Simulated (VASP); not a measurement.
# Ru (Im-3m) in VASP: further runs, part 2 of 2

VASP 6.6.1. Earlier steps stand in the parts before.

## 5. Relaxation of cell and atoms, revPBE

This run uses another cell than the first one, of 13.55 Å³/atom, 0.904 times its volume.

Contents of INCAR:

```
ALGO = Normal
EDIFF = 1E-7
EDIFFG = -0.01
ENCUT = 600
GGA = RE
IBRION = 2
ISIF = 3
ISMEAR = -1
LASPH = True
LCHARG = False
LREAL = False
LWAVE = False
NELM = 100
NSW = 80
PREC = Accurate
SIGMA = 0.1
```

Contents of KPOINTS:

```
k-points
0
Gamma
  15 15 15
```

Contents of POSCAR:

```
Ru
1.0
   -1.5020265709      1.5020265709      1.5020265709
    1.5020265709     -1.5020265709      1.5020265709
    1.5020265709      1.5020265709     -1.5020265709
Ru
1
Direct
    0.0000000000      0.0000000000      0.0000000000
```

Command:

```console
> cat potpaw_PBE.64/Ru_pv/POTCAR > POTCAR
> mpirun -np 1 vasp_std > vasp.out
```

Run time: 42 s. Hardware: 1 thread of AMD EPYC 9R45 (Zen 5), shared host; peak memory 0.13 GiB.

The run converged. Its results:

```
Free energy                            : -8.1447 eV
Relaxed volume                         : 14.41 Å³/atom
Relaxed cell                           : a = 2.655 Å, b = 2.655 Å, c = 2.655 Å, α = 109.47°, β = 109.47°, γ = 109.47°
Space group after relaxing (to 0.05 Å) : Im-3m (No. 229)
Energy gained by relaxing              : 46.9 meV/atom
Ionic steps                            : 4
Pressure after relaxing                : -0.1 GPa
Band gap on the k mesh                 : zero (band 7 reaches 13.55 eV, above the bottom of band 8 at 10.52 eV)
```

Step by step:
| step | energy change (eV) | largest force (eV/Å) | pressure (GPa) | volume (Å³) |
| --- | --- | --- | --- | --- |
| 1 | 0.0000 | 0.0000 | 18.83 | 13.55 |
| 2 | 0.2190 | 0.0000 | -28.62 | 16.93 |
| 3 | -0.0467 | 0.0000 | -1.03 | 14.46 |
| 4 | -0.0469 | 0.0000 | -0.10 | 14.41 |

Final structure:
```
CELL_PARAMETERS angstrom
-1.53292 1.53292 1.53292
1.53292 -1.53292 1.53292
1.53292 1.53292 -1.53292
ATOMIC_POSITIONS crystal
Ru 0.00000 0.00000 0.00000
```

Levels at points of the mesh, in eV from the Fermi level:
```csv
k point,band 3,band 4,band 5,band 6,band 7,band 8,band 9,band 10,band 11
"(0.00, 0.00, 0.00)",-42.55,-7.76,-2.68,-2.68,-2.68,-0.08,-0.08,10.66,17.12
```

Caveat: the PAW data sets were made with another functional, which shifts forces and pressure a little.

## 6. Single point, revPBE

This run uses another cell than the first one, of 14.41 Å³/atom, 0.962 times its volume.

Contents of INCAR:

```
SYSTEM = Ru
PREC     = Accurate       ! precision mode
ENCUT    = 520            ! plane-wave cutoff, eV
EDIFF    = 1E-7           ! SCF threshold, eV
ISMEAR   = -1             ! smearing method
SIGMA    = 0.1            ! smearing width, eV
LREAL    = .FALSE.        ! projectors in reciprocal space
LASPH    = .TRUE.         ! aspherical terms in the spheres
NELM     = 80             ! most SCF steps
ALGO     = Normal         ! electronic algorithm
ISIF     = 2              ! what is computed and relaxed
LWAVE    = .FALSE.        ! write WAVECAR
LCHARG   = .TRUE.         ! write CHGCAR
GGA      = RE             ! functional
LELF     = .TRUE.         ! ELF
LVHAR    = .TRUE.       
NBANDS   = 13             ! bands
```

Contents of KPOINTS:

```
regular mesh
0
G
  24 24 24
  0 0 0
```

Contents of POSCAR:

```
Ru
1.0
   -1.5331026749      1.5331026749      1.5331026749
    1.5331026749     -1.5331026749      1.5331026749
    1.5331026749      1.5331026749     -1.5331026749
Ru
1
Direct
    0.0000000000      0.0000000000      0.0000000000
```

Potentials or basis: VASP PAW PBE potentials, release 64 (Ru_pv).

Command:

```console
> cat potpaw_PBE.64/Ru_pv/POTCAR > POTCAR
> mpirun -np 1 vasp_std > vasp.out
```

OUTCAR:

```text
SYSTEM = Ru
   PREC = Accurate
   ENCUT = 520
   EDIFF = 1E-7
   ISMEAR = -1
   LREAL = .FALSE.
   LASPH = .TRUE.
   NELM = 80
   ISIF = 2
   GGA = RE

 ion  position               nearest neighbor table
   1  0.000  0.000  0.000-

  LATTYP: Found a body centered cubic cell.
 ALAT       =     3.0662053498

  Lattice vectors:

 A1 = (  -1.5331026749,   1.5331026749,   1.5331026749)
 A2 = (   1.5331026749,  -1.5331026749,   1.5331026749)
 A3 = (   1.5331026749,   1.5331026749,  -1.5331026749)

Analysis of symmetry for initial positions (statically):
=====================================================================
 Subroutine PRICEL returns:
 Original cell was already a primitive cell.

 Routine SETGRP: Setting up the symmetry group for a
 body centered cubic supercell.

 Subroutine GETGRP returns: Found 48 space group operations
 (whereof 48 operations were pure point group operations)
 out of a pool of 48 trial point group operations.

The static configuration has the point symmetry O_h .

Analysis of symmetry for dynamics (positions and initial velocities):
=====================================================================
 Subroutine PRICEL returns:
 Original cell was already a primitive cell.

 Routine SETGRP: Setting up the symmetry group for a
 body centered cubic supercell.

 Subroutine GETGRP returns: Found 48 space group operations
 (whereof 48 operations were pure point group operations)
 out of a pool of 48 trial point group operations.

The dynamic configuration has the point symmetry O_h .

 Subroutine INISYM returns: Found 48 space group operations
 (whereof 48 operations are pure point group operations),
 and found     1 'primitive' translations

----------------------------------------------------------------------------------------

                                     Primitive cell

  volume of cell :      14.4136
[... 106 lines left out ...]
     AMIX     =   0.40;   BMIX     =  1.00
     AMIX_MAG =   1.60;   BMIX_MAG =  1.00
  volume/ion in A,a.u.               =      14.41        97.27
  Fermi-wavevector in a.u.,A,eV,Ry     =   1.621286  3.063786 35.763838  2.628568
  Thomas-Fermi vector in A             =   2.715087
   LORBIT       =      0    0 simple, 1 ext, 2 COOP (PROOUT), +10 PAW based schemes
   GGA     = RE    functional components
   LHFCALC =     F    Hartree Fock is set to
   AEXX    =    0.0000 exact exchange contribution
   IVDW    =     0    specifies the selected vdW correction
   LEPSILON=     F    determine dielectric tensor
   LRPA    =     F    only Hartree local field effects (RPA)
 non-spin polarized calculation
  energy-cutoff  :      520.00
  volume of cell :       14.41
 maximum number of plane-waves:       402
   NGX =  9   NGY =  9   NGZ =  9

 number of electron      14.0000007 magnetization

 Free energy of the ion-electron system (eV)
  ---------------------------------------------------
  ext. energy  EPLUGINS =         0.00000000
  ---------------------------------------------------
  free energy    TOTEN  =        -8.14449166 eV

  energy without entropy =       -8.07775913  energy(sigma->0) =       -8.11112540

 E-fermi :  11.9890     XC(G=0): -13.6833

 val. band max:       11.9886424289   @ k =   0.2083   0.0000   0.0000
 cond. band min:      11.9890965637   @ k =   0.3750   0.0833   0.0833
 fundamental gap:      0.0004541348
 Fermi energy:        11.9889885070

 k-point     1 :       0.0000    0.0000    0.0000
  band No.  band energies     occupation
      1     -30.5624      2.00000
      2     -30.5624      2.00000
      3     -30.5624      2.00000
      4       4.2259      2.00000
      5       9.3133      2.00000
      6       9.3133      2.00000
      7       9.3133      2.00000
      8      11.9073      1.38709
      9      11.9073      1.38709
     10      22.6503      0.00000
     11      29.1061      0.00000
     12      29.1061      0.00000
     13      29.1061      0.00000
[... 354 lines left out ...]
  band No.  band energies     occupation
      1     -31.4397      2.00000
      2     -30.8586      2.00000
      3     -30.5710      2.00000
      4       6.1344      2.00000
      5       7.6667      2.00000
      6      11.8478      1.60807
      7      12.0841      0.55727
      8      13.0684      0.00004
      9      14.5761      0.00000
     10      21.9020      0.00000
     11      22.6514      0.00000
     12      25.6449      0.00000
     13      29.8905      0.00000

 [... further k-points ...]
[... 5 lines left out ...]
  --------------------------------------------------------------------------------------
  -------------------------------------------------------------------------------------
  Total       -0.0067825     -0.0067825     -0.0067825     -0.0000000     -0.0000000      0.0000000
  in kB       -0.7539181     -0.7539181     -0.7539181     -0.0000000     -0.0000000      0.0000000
  external PRESSURE =      -0.7539181 kB  Pullay stress =       0.0000000 kB

 VOLUME and BASIS-vectors are now :
 -----------------------------------------------------------------------------
  energy-cutoff  :      520.00
  volume of cell :       14.41
      direct lattice vectors                 reciprocal lattice vectors
    -1.533102675  1.533102675  1.533102675     0.000000000  0.326136017  0.326136017
     1.533102675 -1.533102675  1.533102675     0.326136017  0.000000000  0.326136017
     1.533102675  1.533102675 -1.533102675     0.326136017  0.326136017  0.000000000

 POSITION                                       TOTAL-FORCE (eV/Angst)
 -----------------------------------------------------------------------------------
      0.00000      0.00000      0.00000         0.000000     -0.000000      0.000000
 -----------------------------------------------------------------------------------
    total drift:                               -0.000000     -0.000000      0.000000

  FREE ENERGIE OF THE ION-ELECTRON SYSTEM (eV)
  ---------------------------------------------------
  free  energy   TOTEN  =        -8.1444916643 eV

  energy  without entropy=       -8.0777591330  energy(sigma->0) =       -8.11112540
```

OSZICAR:

```text
N       E                     dE             d eps       ncg     rms          rms(c)
DAV:   1     0.107533203919E+03    0.10753E+03   -0.84417E+03 10775   0.114E+03
DAV:   2    -0.745082695514E+01   -0.11498E+03   -0.11051E+03 11588   0.323E+02
DAV:   3    -0.871114847997E+01   -0.12603E+01   -0.12552E+01 12103   0.374E+01
DAV:   4    -0.871491717152E+01   -0.37687E-02   -0.37686E-02 11638   0.220E+00
DAV:   5    -0.871494309610E+01   -0.25925E-04   -0.25924E-04 12278   0.165E-01    0.113E+01
DAV:   6    -0.817868324134E+01    0.53626E+00   -0.96886E-01 11093   0.124E+01    0.345E+00
DAV:   7    -0.814729302801E+01    0.31390E-01   -0.62279E-02 12073   0.291E+00    0.115E+00
DAV:   8    -0.814466523611E+01    0.26278E-02   -0.48351E-03 10943   0.911E-01    0.153E-01
DAV:   9    -0.814449206905E+01    0.17317E-03   -0.12632E-04 11703   0.153E-01    0.260E-02
DAV:  10    -0.814449141529E+01    0.65376E-06   -0.54585E-06 11758   0.299E-02    0.283E-03
DAV:  11    -0.814449174426E+01   -0.32897E-06   -0.47220E-07 11493   0.891E-03    0.531E-04
DAV:  12    -0.814449166431E+01    0.79943E-07   -0.13444E-08  5794   0.163E-03
   1 F= -.81444917E+01 E0= -.81111254E+01  d E =-.667325E-01
```

stdout:

```text
POSCAR found type information on POSCAR Ru
 POSCAR found :  1 types and       1 ions
 scaLAPACK will be used
 -----------------------------------------------------------------------------
|                                                                             |
|                                                                             |
|     You enforced a specific xc type in the INCAR file but a different       |
|     I HOPE YOU KNOW WHAT YOU ARE DOING!                                     |
|                                                                             |
 -----------------------------------------------------------------------------

 LDA part: xc-table for (Slater+PW92), standard interpolation
 POSCAR, INCAR and KPOINTS ok, starting setup
 FFT: planning ... GRIDC
 FFT: planning ... GRID_SOFT
 FFT: planning ... GRID
 WAVECAR not read
 entering main loop
```

Wall time 34 s (1 thread of AMD EPYC 9R45 (Zen 5), shared host); peak memory 0.15 GiB.

What came out:

```yaml
Free_energy: -8.1445 eV
Pressure: -0.1 GPa
Band_gap_on_the_k_mesh: zero (band 7 reaches 13.71 eV, above the bottom of band 8 at 10.23 eV)
```

Caveat: the PAW data sets were made with another functional, which shifts forces and pressure a little.

## 7. The runs side by side

```tsv
task	cell	k mesh	cutoff (eV)	gap on the mesh (eV)	pressure (GPa)
single point	a = 2.690 Å, angles 109.5°, 1 atom	16 × 16 × 16	520	none	-9.4
single point	a = 2.724 Å, angles 109.5°, 1 atom	16 × 16 × 16	520	none	-16.9
single point	a = 2.758 Å, angles 109.5°, 1 atom	16 × 16 × 16	520	none	-22.7
relaxation of cell and atoms	relaxed from a = 2.602 Å, angles 109.5°, 1 atom	15 × 15 × 15	600	none	-0.1
single point	a = 2.655 Å, angles 109.5°, 1 atom	24 × 24 × 24	520	none	-0.1
```

Alike in all rows: level revPBE; potentials or basis VASP PAW PBE potentials, release 64 (Ru_pv); no spin polarisation; smearing fermi-dirac 0.1 eV.

Caveats: the PAW data sets were made with another functional, which shifts forces and pressure a little.

Total energies depend on the potentials used, so only differences within one code and one set of settings carry meaning.
